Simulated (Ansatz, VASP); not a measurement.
# One calculation of Te, two programs

INCAR

```
PREC     = Accurate       # precision mode
ENCUT    = 600            # plane-wave cutoff, eV
EDIFF    = 1E-7           # SCF threshold, eV
ISMEAR   = -1             # smearing method
SIGMA    = 0.05           # smearing width, eV
LREAL    = False          # projectors in reciprocal space
LASPH    = True           # aspherical terms in the spheres
NELM     = 100            # most SCF steps
ALGO     = Normal         # electronic algorithm
ISIF     = 3              # what is computed and relaxed
LWAVE    = False          # write WAVECAR
LCHARG   = False          # write CHGCAR
IBRION   = 2              # ionic algorithm
NSW      = 80             # ionic steps
EDIFFG   = -0.01          # ionic threshold
```

KPOINTS

```
regular mesh
0
Gamma
  5 5 3
```

POSCAR

```
Te
1.0
    4.4540012348      0.0000000000      0.0000000000
   -2.2270006174      3.8572782178      0.0000000000
    0.0000000000      0.0000000000      5.9240000000
Te
3
Direct
    0.2690000000      0.0000000000      0.3333333333
    0.0000000000      0.2690000000      0.6666666667
    0.7310000000      0.7310000000      0.0000000000
```

Input for Ansatz:

```yaml
crystal:
  lattice:
    - [4.4540012348, 0.0, 0.0]
    - [-2.2270006174, 3.8572782178, 0.0]
    - [0.0, 0.0, 5.924]
  atoms:
    - { symbol: Te, position: [0.269, 0.0, 0.3333333333] }
    - { symbol: Te, position: [0.0, 0.269, 0.6666666667] }
    - { symbol: Te, position: [0.731, 0.731, 0.0] }
hamiltonian:
  xc: lda
  pseudopotentials:
    kind: paw
    azcp:
      Te: "pseudopotentials/Te.paw.azcp"
basis:
  ecutwfc: 420
  fft_grid_basis: typed
kpoints:
  mp_grid: { grid: [5, 5, 3], shift: [0, 0, 0] }
magnetization:
  spin_polarized: false
scf:
  occupations: { method: fermi_dirac, width: 0.05 }
relax:
  max_steps: 60
  f_tol: 0.01
  cell: {}
```

Alike in both runs: task relaxation of cell and atoms; functional LDA; k mesh 5 × 5 × 3; occupations fermi-dirac, width 0.05 eV; no spin polarisation.

|  | VASP | Ansatz |
| --- | --- | --- |
| version | VASP 6.6.1 | Ansatz 0.2.0 |
| potentials or method | VASP PAW LDA potentials, release 64 (Te), cutoff 600 eV | plane waves (420 eV) with PAW, scalar-relativistic |
| valence electrons in the cell | 18 | 48 |

VASP gave:

```
relaxed volume (Å³/atom)                                     : 31.47
relaxed cell length with the largest relative difference (Å) : 5.918
```

**Question.** Which values does Ansatz return?

**Answer.** Relaxed volume (Å³/atom): 31.46; relaxed cell length with the largest relative difference (Å): 5.904.

Ansatz warns that its potentials were made for another functional, while VASP's fit it. LDA's correlation is that of Perdew and Zunger in VASP and of Perdew and Wang (1992) in Ansatz. VASP's potentials hold 18 valence electrons a cell and Ansatz's 48, so a difference there can come from the potentials and not from the codes.

Neither program's run includes spin-orbit coupling.
